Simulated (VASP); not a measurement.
The system is Lu2Si3P.

```
CELL_PARAMETERS angstrom
5.36506 0.00000 0.00000
-2.68253 4.64628 0.00000
0.00000 0.00000 4.81904
ATOMIC_POSITIONS crystal
Lu 0.66667 0.33333 0.00000
Lu 0.33333 0.66667 0.00000
Si 0.00000 0.50000 0.50000
Si 0.50000 0.50000 0.50000
Si 0.50000 0.00000 0.50000
P 0.00000 0.00000 0.00000
```

The cell was generated, and may not be a known phase.

| Property | Result |
| --- | --- |
| Program | VASP 6.6.1 |
| Task | relaxation of cell and atoms |
| Functional | PBE |
| Potentials or basis | VASP PAW PBE potentials, release 64 (Lu, Si, P) |
| Cutoff | 600 eV |
| k mesh | 6 × 6 × 4 |
| Occupations | gaussian, width 0.1 eV |
| Spin | no spin polarisation |

At the start: pressure 0.0 GPa; volume 20.02 Å³/atom.

Q: How do energy, volume and symmetry change on relaxing?

A: Over 5 steps the energy falls by 14.9 meV/atom and the volume is 19.67 Å³/atom (-1.7 %); space group P6/mmm (No. 191, to 0.1 Å) before and after.

Step by step:
```tsv
step	energy change (eV)	largest force (eV/Å)	pressure (GPa)	volume (Å³)
1	0.0000	0.0000	0.05	120.13
2	-0.0638	0.0000	-0.77	120.19
3	-0.0808	0.0000	-1.28	120.19
4	-0.0875	0.0000	0.42	117.02
5	-0.0897	0.0000	-0.04	118.05
```

Final structure:
```
CELL_PARAMETERS angstrom
5.22259 0.00000 0.00000
-2.61129 4.52289 0.00000
0.00000 0.00000 4.99753
ATOMIC_POSITIONS crystal
Lu 0.66667 0.33333 0.00000
Lu 0.33333 0.66667 0.00000
Si 0.00000 0.50000 0.50000
Si 0.50000 0.50000 0.50000
Si 0.50000 0.00000 0.50000
P 0.00000 0.00000 0.00000
```
